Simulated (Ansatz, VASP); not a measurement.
Cd in VASP and in Ansatz

```
Cd
1.0
     2.48941    0.00000    0.00000
    -1.24470    2.15589    0.00000
     0.00000    0.00000    2.44654
Cd
1
Cartesian
  0.0000 0.0000 0.0000
```

Change from the starting cell: volume scaled by 0.52, PAW files.

Alike in both runs: task single point; functional PBE; k mesh 14 × 14 × 13; occupations fermi-dirac, width 0.1 eV; no spin polarisation.

|  | VASP | Ansatz |
| --- | --- | --- |
| version | VASP 6.6.1 | Ansatz 0.2.0 |
| potentials or method | VASP PAW PBE potentials, release 64 (Cd) | PAW with Ansatz's default frozen-core files, scalar-relativistic |
| plane-wave cutoff (eV) | 520 | 420 |
| valence electrons in the cell | 12 | 20 |

```tsv
	VASP	Ansatz	Ansatz less VASP
pressure (GPa)	144.1	138.7	-5.32
traceless stress, the component that is largest in VASP (GPa)	-0.60	-0.03	+0.570
```

Both programs put the cell under a high pressure, so it lies far from rest at this level. The functional is the same, so the differences come from potentials, cutoffs and numerics. VASP's potentials hold 12 valence electrons a cell and Ansatz's 20, so a difference there can come from the potentials and not from the codes.

Noted on VASP's run: the cell as given lies far from equilibrium.
